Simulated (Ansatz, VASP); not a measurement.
**SiO2 in VASP and in Ansatz**

The input INCAR:

```
SYSTEM = SiO2
PREC = Accurate
ENCUT = 520
EDIFF = 1E-7
ISMEAR = -1
SIGMA = 0.03
LREAL = .False.
LASPH = .True.
NELM = 80
ALGO = Normal
ISIF = 2
LWAVE = .False.
LCHARG = .False.
GGA = PS
NBANDS = 25
```

The input KPOINTS:

```
Automatic mesh
0
Gamma
  6 6 9
  0 0 0
```

The input POSCAR:

```
SiO2
1.0
    4.2219010000      0.0000000000      0.0000000000
    0.0000000000      4.2219010000      0.0000000000
    0.0000000000      0.0000000000      2.6678000000
Si O
2 4
Direct
    0.0000000000      0.0000000000      0.0000000000
    0.5000000000      0.5000000000      0.5000000000
    0.3067000000      0.3067000000      0.0000000000
    0.1933000000      0.8067000000      0.5000000000
    0.6933000000      0.6933000000      0.0000000000
    0.8067000000      0.1933000000      0.5000000000
```

Input for Ansatz:

```yaml
crystal:
  lattice:
    - [4.221901, 0.0, 0.0]
    - [0.0, 4.221901, 0.0]
    - [0.0, 0.0, 2.6678]
  atoms:
    - { symbol: Si, position: [0.0, 0.0, 0.0] }
    - { symbol: Si, position: [0.5, 0.5, 0.5] }
    - { symbol: O, position: [0.3067, 0.3067, 0.0] }
    - { symbol: O, position: [0.1933, 0.8067, 0.5] }
    - { symbol: O, position: [0.6933, 0.6933, 0.0] }
    - { symbol: O, position: [0.8067, 0.1933, 0.5] }
kpoints:
  mp_grid: { grid: [6, 6, 9] }
  band_path:
    path:
      - [0.0, 0.0, 0.0]
      - [0.0, 0.5, 0.0]
      - [0.5, 0.5, 0.0]
      - [0.0, 0.0, 0.0]
      - [0.0, 0.0, 0.5]
      - [0.0, 0.5, 0.5]
      - [0.5, 0.5, 0.5]
      - [0.0, 0.0, 0.5]
      - [0.0, 0.5, 0.0]
    npoints: 5
scf:
  occupations: { method: fermi_dirac, width: 0.03 }
hamiltonian:
  xc: pbesol
  pseudopotentials: { kind: all_electron, lapw: { basis_error: 0.001 } }
output:
  forces: true
  stress: true
  eigenvalues: true
```

Change from the starting cell: equal xx and yy strain of +1 %.

Alike in both runs: task single point; functional PBEsol; k mesh 6 × 6 × 9; occupations fermi-dirac, width 0.03 eV; no spin polarisation.

```csv
,VASP,Ansatz
version,VASP 6.6.1,Ansatz 0.2.0
potentials or method,"VASP PAW PBE potentials, release 64 (Si, O), cutoff 520 eV","all-electron LAPW, scalar-relativistic"
```

VASP gave:

```
gap on the k mesh at the Fermi level (eV)                     : 5.27
pressure (GPa)                                                : -1.3
traceless stress, the component that is largest in VASP (GPa) : 3.07
rms of the force components (eV/Å)                            : 0.015
```

Problem. Estimate Ansatz's values.

Solution. gap on the k mesh at the Fermi level (eV): 5.27; pressure (GPa): -2.0; traceless stress, the component that is largest in VASP (GPa): 2.41; rms of the force components (eV/Å): 0.006.

VASP's potentials were made for PBE, not for PBEsol. Atom by atom the forces differ by 0.022 eV/Å (rms over components). Ansatz ran all-electron here, and VASP with PAW potentials.
